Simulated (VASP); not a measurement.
TiSi16 (a cell with a defect), 17 atoms in the cell. The cell holds a defect, 17 atoms: a = 7.679 Å, b = 7.679 Å, c = 7.679 Å, α = 60.00°, β = 60.00°, γ = 60.00°. 

```yaml
Program: VASP 6.6.1
Task: relaxation of the atoms
Functional: PBE
Potentials_or_basis: VASP PAW PBE potentials, release 64 (Si, Ti_sv)
Cutoff: 450 eV
k_mesh: 2 × 2 × 2
Occupations: gaussian, width 0.02 eV
Spin: no spin polarisation
Dipole_correction: no
Further_INCAR_settings: ALGO = Normal; EDIFF = 1e-07; IBRION = 2; EDIFFG = -0.03; NSW = 80
```

Potentials or basis: VASP PAW PBE potentials, release 64 (Si, Ti_sv).

Run with:

```console
$ cat potpaw_PBE.64/Si/POTCAR potpaw_PBE.64/Ti_sv/POTCAR > POTCAR
$ mpirun -np 1 vasp_std > vasp.out
```

Hardware: 1 thread of Intel(R) Xeon(R) 6975P-C (Granite Rapids), with other jobs on the host.

Q: How long does it take, and how much memory?

A: Wall time 51 min on 1 thread of Intel(R) Xeon(R) 6975P-C (Granite Rapids), on a shared host, peak memory 0.43 GiB. Counts: scf iterations 612, k points 8, ion steps 69.
